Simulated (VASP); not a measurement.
KTaO3, 5 atoms in the cell. The typed cell holds 5 atoms: a = 3.988 Å, b = 3.988 Å, c = 3.988 Å, α = 90.00°, β = 90.00°, γ = 90.00°.  This cell differs from its parent crystal: atoms moved at random.

```yaml
Program: VASP 6.6.1
Task: single point
Functional: PBEsol
Potentials_or_basis: VASP PAW PBE potentials, release 64 (Ta_pv, K_sv, O)
Cutoff: 520 eV
k_mesh: 7 × 7 × 7
Occupations: fermi-dirac, width 0.05 eV
Spin: no spin polarisation
Dipole_correction: no
Further_INCAR_settings: ALGO = Normal; EDIFF = 1e-06; NBANDS = 27
```

Potentials or basis: VASP PAW PBE potentials, release 64 (Ta_pv, K_sv, O).

Run with:

```bash
$ cat potpaw_PBE.64/Ta_pv/POTCAR potpaw_PBE.64/K_sv/POTCAR potpaw_PBE.64/O/POTCAR > POTCAR
$ mpirun -np 1 vasp_std > vasp.out
```

Hardware: 1 thread of Intel Xeon 8259CL, with other jobs on the host.

**Question.** Estimate the wall time of this run.

**Answer.** Run time: 6.5 min on 1 thread of Intel Xeon 8259CL, on a shared host, peak memory 0.38 GiB. Counts: scf iterations 14, k points 172.
